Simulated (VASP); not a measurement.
# Ge (Fd-3m) in VASP: single point with PBEsol

Aim: the single point of Ge with PBEsol.

Everything below comes from runs of VASP 6.6.1. Logs are shortened: lines on timing, memory, paths and dates and some standing lists are left out, and cuts for length are marked.

## Step 1: The cell of the first run

It takes space group Fd-3m (No. 227, cubic). The conventional cell has a = 5.676 Å, b = 5.676 Å, c = 5.676 Å, α = 90.00°, β = 90.00°, γ = 90.00°. Within 3.2 Å of Ge (site symmetry -43m) lie 4 Ge at 2.46 Å.

## Step 2: Single point, PBEsol

INCAR reads:

```
PREC = Accurate
ENCUT = 520
EDIFF = 1E-6
ISMEAR = -1
SIGMA = 0.05
LREAL = False
LASPH = True
NELM = 100
ALGO = Normal
ISIF = 2
LWAVE = False
LCHARG = False
GGA = PS
NBANDS = 21
```

KPOINTS reads:

```
regular mesh
0
Gamma
  13 13 13
```

POSCAR reads:

```
Ge
1.0
    0.0000000000      2.8379511188      2.8379511188
    2.8379511188      0.0000000000      2.8379511188
    2.8379511188      2.8379511188      0.0000000000
Ge
2
Direct
   -0.1250000000     -0.1250000000     -0.1250000000
    0.1250000000      0.1250000000      0.1250000000
```

Potentials or basis: VASP PAW PBE potentials, release 64 (Ge_d).

Started as:

```sh
cat potpaw_PBE.64/Ge_d/POTCAR > POTCAR
mpirun -np 1 vasp_std > vasp.out
```

OUTCAR:

```text
PREC = Accurate
   ENCUT = 520
   EDIFF = 1E-6
   ISMEAR = -1
   LREAL = False
   LASPH = True
   NELM = 100
   ISIF = 2
   GGA = PS

 ion  position               nearest neighbor table
   1  0.875  0.875  0.875-   2 2.46   2 2.46   2 2.46   2 2.46
   2  0.125  0.125  0.125-   1 2.46   1 2.46   1 2.46   1 2.46

  LATTYP: Found a face centered cubic cell.
 ALAT       =     5.6759022376

  Lattice vectors:

 A1 = (   0.0000000000,   2.8379511188,   2.8379511188)
 A2 = (   2.8379511188,   0.0000000000,   2.8379511188)
 A3 = (   2.8379511188,   2.8379511188,   0.0000000000)

Analysis of symmetry for initial positions (statically):
=====================================================================
 Subroutine PRICEL returns:
 Original cell was already a primitive cell.

 Routine SETGRP: Setting up the symmetry group for a
 face centered cubic supercell.

 Subroutine GETGRP returns: Found 48 space group operations
 (whereof 12 operations were pure point group operations)
 out of a pool of 48 trial point group operations.

The static configuration has the point symmetry D_3d.
 The point group associated with its full space group is O_h .

Analysis of symmetry for dynamics (positions and initial velocities):
=====================================================================
 Subroutine PRICEL returns:
 Original cell was already a primitive cell.

 Routine SETGRP: Setting up the symmetry group for a
 face centered cubic supercell.

 Subroutine GETGRP returns: Found 48 space group operations
 (whereof 12 operations were pure point group operations)
 out of a pool of 48 trial point group operations.

The dynamic configuration has the point symmetry D_3d.
 The point group associated with its full space group is O_h .

 Subroutine INISYM returns: Found 48 space group operations
 (whereof 12 operations are pure point group operations),
 and found     1 'primitive' translations

----------------------------------------------------------------------------------------

                                     Primitive cell

  volume of cell :      45.7135

  direct lattice vectors                    reciprocal lattice vectors
     0.000000000  2.837951119  2.837951119    -0.176183443  0.176183443  0.176183443
     2.837951119  0.000000000  2.837951119     0.176183443 -0.176183443  0.176183443
     2.837951119  2.837951119  0.000000000     0.176183443  0.176183443 -0.176183443

  length of vectors
     4.013468962  4.013468962  4.013468962     0.305158675  0.305158675  0.305158675

  position of ions in fractional coordinates (direct lattice)
     0.875000000  0.875000000  0.875000000
     0.125000000  0.125000000  0.125000000

  ion indices of the primitive-cell ions
   primitive index   ion index
                 1           1
                 2           2

----------------------------------------------------------------------------------------

 KPOINTS: regular mesh

Automatic generation of k-mesh.
 Grid dimensions read from file:
 generate k-points for:   13   13   13

 Generating k-lattice:

  Cartesian coordinates                     Fractional coordinates (reciprocal lattice)
    -0.013552573  0.013552573  0.013552573     0.076923077  0.000000000  0.000000000
     0.013552573 -0.013552573  0.013552573     0.000000000  0.076923077  0.000000000
     0.013552573  0.013552573 -0.013552573     0.000000000  0.000000000  0.076923077

  Length of vectors
     0.023473744  0.023473744  0.023473744

  Shift w.r.t. Gamma in fractional coordinates (k-lattice)
     0.000000000  0.000000000  0.000000000

 Subroutine IBZKPT returns following result:
 ===========================================

 Found     84 irreducible k-points:

 Following reciprocal coordinates:
            Coordinates               Weight
  0.000000  0.000000  0.000000      1.000000
  0.076923  0.000000  0.000000      8.000000
  0.153846  0.000000  0.000000      8.000000
  0.230769  0.000000  0.000000      8.000000
  0.307692  0.000000  0.000000      8.000000
  0.384615  0.000000  0.000000      8.000000
[... 16 lines left out ...]
  0.384615  0.153846  0.000000     24.000000
  0.461538  0.153846  0.000000     24.000000
 [... further k-points ...]
   k-points           NKPTS =     84   k-points in BZ     NKDIM =     84   number of bands    NBANDS=     21
   number of dos      NEDOS =    301   number of ions     NIONS =      2
   total plane-waves  NPLWV =  27000
   dimension x,y,z NGX =    30 NGY =   30 NGZ =   30
   dimension x,y,z NGXF=    60 NGYF=   60 NGZF=   60
   ions per type =               2
   NGX,Y,Z   is equivalent  to a cutoff of  12.43, 12.43, 12.43 a.u.
   NGXF,Y,Z  is equivalent  to a cutoff of  24.85, 24.85, 24.85 a.u.
 SYSTEM =  unknown system
   PREC   = accura    normal or accurate (medium, high low for compatibility)
   ISTART =      0    job   : 0-new  1-cont  2-samecut
   ICHARG =      2    charge: 1-file 2-atom 10-const
   ISPIN  =      1    spin polarized calculation?
   LNONCOLLINEAR =      F non collinear calculations
   LSORBIT =      F    spin-orbit coupling
   LASPH  =      T    aspherical Exc in radial PAW
   ENCUT  =  520.0 eV  38.22 Ry    6.18 a.u.   7.46  7.46  7.46*2*pi/ulx,y,z
   NELM   =    100;   NELMIN=  2; NELMDL= -5     # of ELM steps
   EDIFF  = 0.1E-05   stopping-criterion for ELM
   LREAL  =      F    real-space projection
   EDIFFG = 0.1E-04   stopping-criterion for IOM
   NSW    =      0    number of steps for IOM
   IBRION =     -1    ionic relax: 0-MD 1-quasi-New 2-CG
   NFREE  =      0    steps in history (QN), initial steepest desc. (CG)
   ISIF   =      2    stress and relaxation
   ISYM   =      2    0-nonsym 1-usesym 2-fastsym
   POTIM  = 0.5000    time-step for ionic-motion
   TEBEG  =    0.0;   TEEND  =   0.0 temperature during run
   PSTRESS=    0.0 pullay stress
   NELECT =      28.0000    total number of electrons
   NUPDOWN=      -1.0000    fix difference up-down
   EMIN   =  10.00;   EMAX   =-10.00  energy-range for DOS
   EFERMI =   0.00;   METHOD = LEGACY
   ISMEAR =    -1;   SIGMA  =   0.05  broadening in eV -4-tet -1-fermi 0-gaus
   EFERMI_NEDOS =   21; number of points for ismear=-14 and -15
   IALGO  =     38    algorithm
   IMIX   =      4    mixing-type and parameters
     AMIX     =   0.40;   BMIX     =  1.00
     AMIX_MAG =   1.60;   BMIX_MAG =  1.00
  volume/ion in A,a.u.               =      22.86       154.25
  Fermi-wavevector in a.u.,A,eV,Ry     =   1.390313  2.627311 26.299659  1.932970
  Thomas-Fermi vector in A             =   2.514260
   LORBIT       =      0    0 simple, 1 ext, 2 COOP (PROOUT), +10 PAW based schemes
   GGA     = PS    functional components
   LHFCALC =     F    Hartree Fock is set to
   AEXX    =    0.0000 exact exchange contribution
   IVDW    =     0    specifies the selected vdW correction
   LEPSILON=     F    determine dielectric tensor
   LRPA    =     F    only Hartree local field effects (RPA)
 non-spin polarized calculation
  energy-cutoff  :      520.00
  volume of cell :       45.71
 maximum number of plane-waves:      1252
 NGX is ok and might be reduce to    30
   NGX = 15   NGY = 15   NGZ = 15

 number of electron      27.9999978 magnetization

 Free energy of the ion-electron system (eV)
  ---------------------------------------------------
  ext. energy  EPLUGINS =         0.00000000
  ---------------------------------------------------
  free energy    TOTEN  =        -9.87433852 eV

  energy without entropy =       -9.87382031  energy(sigma->0) =       -9.87407941

 E-fermi :   4.7879     XC(G=0): -10.0836

 val. band max:        4.7683268360   @ k =   0.0000   0.0000   0.0000
 cond. band min:       4.8744321152   @ k =   0.4615   0.0000   0.0000
 fundamental gap:      0.1061052793
 Fermi energy:         4.7879377627

 k-point     1 :       0.0000    0.0000    0.0000
  band No.  band energies     occupation
      1     -19.9803      2.00000
      2     -19.9803      2.00000
      3     -19.9803      2.00000
      4     -19.9445      2.00000
      5     -19.9445      2.00000
      6     -19.7375      2.00000
[... 13 lines left out ...]
     20      14.2230      0.00000
     21      14.2230      0.00000

 k-point     2 :       0.0769    0.0000    0.0000
  band No.  band energies     occupation
      1     -19.9840      2.00000
      2     -19.9840      2.00000
      3     -19.9794      2.00000
      4     -19.9396      2.00000
      5     -19.9396      2.00000
      6     -19.7435      2.00000
[... 13 lines left out ...]
     20      13.6858      0.00000
     21      13.6858      0.00000

 k-point     3 :       0.1538    0.0000    0.0000
  band No.  band energies     occupation
      1     -19.9909      2.00000
      2     -19.9909      2.00000
      3     -19.9767      2.00000
      4     -19.9293      2.00000
      5     -19.9293      2.00000
      6     -19.7529      2.00000
[... 13 lines left out ...]
     20      13.1177      0.00000
     21      13.1177      0.00000

 k-point     4 :       0.2308    0.0000    0.0000
  band No.  band energies     occupation
      1     -19.9969      2.00000
      2     -19.9969      2.00000
      3     -19.9728      2.00000
      4     -19.9188      2.00000
      5     -19.9188      2.00000
      6     -19.7612      2.00000
[... 13 lines left out ...]
     20      12.9826      0.00000
     21      12.9827      0.00000

 k-point     5 :       0.3077    0.0000    0.0000
  band No.  band energies     occupation
      1     -20.0010      2.00000
      2     -20.0010      2.00000
      3     -19.9687      2.00000
      4     -19.9107      2.00000
      5     -19.9107      2.00000
      6     -19.7671      2.00000
[... 13 lines left out ...]
     20      13.4109      0.00000
     21      13.4109      0.00000
[... 382 lines left out ...]
     20      13.5649      0.00000
     21      14.5633      0.00000

 k-point    22 :       0.3077    0.1538    0.0000
  band No.  band energies     occupation
      1     -20.0069      2.00000
      2     -19.9981      2.00000
      3     -19.9726      2.00000
      4     -19.9132      2.00000
      5     -19.8885      2.00000
      6     -19.8062      2.00000
[... 13 lines left out ...]
     20      14.1185      0.00000
     21      14.7113      0.00000

 k-point    23 :       0.3846    0.1538    0.0000
  band No.  band energies     occupation
      1     -20.0138      2.00000
      2     -20.0024      2.00000
      3     -19.9617      2.00000
      4     -19.9038      2.00000
      5     -19.8826      2.00000
      6     -19.8100      2.00000
[... 13 lines left out ...]
     20      14.3159      0.00000
     21      15.3793      0.00000

 k-point    24 :       0.4615    0.1538    0.0000
  band No.  band energies     occupation
      1     -20.0182      2.00000
      2     -20.0059      2.00000
      3     -19.9516      2.00000
      4     -19.8956      2.00000
      5     -19.8830      2.00000
      6     -19.8067      2.00000
[... 13 lines left out ...]
     20      15.6782      0.00000
     21      16.2121      0.00000

 [... further k-points ...]
[... 5 lines left out ...]
  --------------------------------------------------------------------------------------
  -------------------------------------------------------------------------------------
  Total       -0.1060361     -0.1060361     -0.1060361     -0.0000000     -0.0000000      0.0000000
  in kB       -3.7163740     -3.7163740     -3.7163740     -0.0000000     -0.0000000      0.0000000
  external PRESSURE =      -3.7163740 kB  Pullay stress =       0.0000000 kB

 VOLUME and BASIS-vectors are now :
 -----------------------------------------------------------------------------
  energy-cutoff  :      520.00
  volume of cell :       45.71
      direct lattice vectors                 reciprocal lattice vectors
     0.000000000  2.837951119  2.837951119    -0.176183443  0.176183443  0.176183443
     2.837951119  0.000000000  2.837951119     0.176183443 -0.176183443  0.176183443
     2.837951119  2.837951119  0.000000000     0.176183443  0.176183443 -0.176183443

 POSITION                                       TOTAL-FORCE (eV/Angst)
 -----------------------------------------------------------------------------------
      4.96641      4.96641      4.96641        -0.000000      0.000000      0.000000
      0.70949      0.70949      0.70949         0.000000     -0.000000     -0.000000
 -----------------------------------------------------------------------------------
    total drift:                               -0.000000      0.000000      0.000000

  FREE ENERGIE OF THE ION-ELECTRON SYSTEM (eV)
  ---------------------------------------------------
  free  energy   TOTEN  =        -9.8743385168 eV

  energy  without entropy=       -9.8738203055  energy(sigma->0) =       -9.87407941
```

Wall time 82 s (1 thread of Intel Xeon Platinum 8259CL at 2.50GHz (Skylake/Cascade Lake), shared host); peak memory 0.2 GiB.

What came out:

```
Free energy            : -9.8743 eV
Pressure               : -0.4 GPa
Band gap on the k mesh : zero (filled and empty bands touch)
```

Caveat: the PAW data sets were made with another functional, which shifts forces and pressure a little.
